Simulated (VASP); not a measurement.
Crystal: Ni.

```
CELL_PARAMETERS angstrom
2.44802 0.00000 0.00000
-1.22401 2.12005 0.00000
0.00000 0.00000 4.07281
ATOMIC_POSITIONS crystal
Ni 0.33333 0.66667 0.25000
Ni 0.66667 0.33333 0.75000
```

This isn't the form of Ni at room conditions, which is fcc.

| Property | Result |
| --- | --- |
| Program | VASP 6.6.1 |
| Task | relaxation of cell and atoms |
| Functional | PBEsol |
| Potentials or basis | VASP PAW PBE potentials, release 64 (Ni) |
| Cutoff | 600 eV |
| k mesh | 14 × 14 × 7 |
| Occupations | fermi-dirac, width 0.1 eV |
| Spin | collinear spin, ferromagnetic start |
| Starting moments | [1.5, 1.5] μB |

At the start: pressure -3.0 GPa; volume 10.57 Å³/atom.

Problem. How do energy, volume and symmetry change on relaxing?

Solution. Over 5 steps the energy falls by 2.7 meV/atom and the volume is 10.42 Å³/atom (-1.4 %); space group P6_3/mmc (No. 194, to 0.1 Å) before and after; moment 1.20 μB per cell.

Step by step:
| step | energy change (eV) | largest force (eV/Å) | pressure (GPa) | volume (Å³) |
| --- | --- | --- | --- | --- |
| 1 | 0.0000 | 0.0000 | -2.98 | 21.14 |
| 2 | -0.0021 | 0.0000 | 3.39 | 20.54 |
| 3 | -0.0045 | 0.0000 | 0.58 | 20.79 |
| 4 | -0.0053 | 0.0000 | 0.06 | 20.84 |
| 5 | -0.0053 | 0.0000 | -0.02 | 20.85 |

Final structure:
```yaml
crystal:
  lattice:
    - [2.44951, 0.00000, 0.00000]
    - [-1.22475, 2.12134, 0.00000]
    - [0.00000, 0.00000, 4.01195]
  atoms:
    - { symbol: Ni, position: [0.33333, 0.66667, 0.25000] }
    - { symbol: Ni, position: [0.66667, 0.33333, 0.75000] }
```

Caveat: the PAW data sets were made with another functional, which shifts forces and pressure a little.
